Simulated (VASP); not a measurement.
Runs of VASP 6.6.1 on InO5. The structure is that of space group F-43m (No. 216), or close to it. The cells are those of the table. 

| spin | cell | k mesh | gap on the mesh (eV) | pressure (GPa) | moment (μB) |
| --- | --- | --- | --- | --- | --- |
| collinear, ferromagnetic start | a = 4.386 Å, angles 60.0°, 6 atoms | 4 × 4 × 4 | none | -0.2 | 4.58 |
| off | a = 4.599 Å, angles 60.0°, 6 atoms | 4 × 4 × 4 | none | -16.2 | - |
| collinear, ferromagnetic start | a = 4.599 Å, angles 60.0°, 6 atoms | 4 × 4 × 4 | none | -11.3 | 5.31 |
| collinear, ferromagnetic start | a = 4.354 Å, angles 60.0°, 6 atoms | 6 × 6 × 6 | none | (a) | (b) |

Alike in all rows: task single point; level PBE; potentials or basis VASP PAW PBE potentials, release 64 (In_d, O); cutoff (eV) 520; smearing gaussian 0.1 eV.

**Question.** Estimate the missing entries.

**Answer.** (a) -0.4; (b) 2.93.

Caveats: some runs use coarse meshes; spin-orbit coupling is left out, which moves the levels of the heavy elements; an odd number of electrons without spin polarisation forces a metal (some runs); a magnetic or distorted state may lie lower (some runs).

A k mesh can miss the band edges, and the runs leave out spin-orbit coupling on In.

A gap of «none» marks levels without a gap at the run's occupations.
